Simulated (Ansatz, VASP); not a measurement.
# One calculation of SbPb, two programs

```
Sb Pb
1.0
     0.00000    3.13289    3.13289
     3.13289    0.00000    3.13289
     3.13289    3.13289    0.00000
Sb Pb
1 1
Cartesian
  3.1329 3.1329 3.1329
  0.0000 0.0000 0.0000
```

Alike in both runs: task single point; functional LDA; k mesh 8 × 8 × 8; occupations fermi-dirac, width 0.05 eV; no spin polarisation.

|  | VASP | Ansatz |
| --- | --- | --- |
| version | VASP 6.6.1 | Ansatz 0.2.0 |
| potentials or method | VASP PAW LDA potentials, release 64 (Sb, Pb_d), cutoff 520 eV | plane waves, PAW |
| valence electrons in the cell | 19 | 29 |

```tsv
	VASP	Ansatz	Ansatz less VASP
pressure (GPa)	-1.6	-1.6	-0.05
```

LDA's correlation is that of Perdew and Zunger in VASP and of Perdew and Wang (1992) in Ansatz. VASP's potentials hold 19 valence electrons a cell and Ansatz's 29, so a difference there can come from the potentials and not from the codes.

Neither program's run includes spin-orbit coupling.
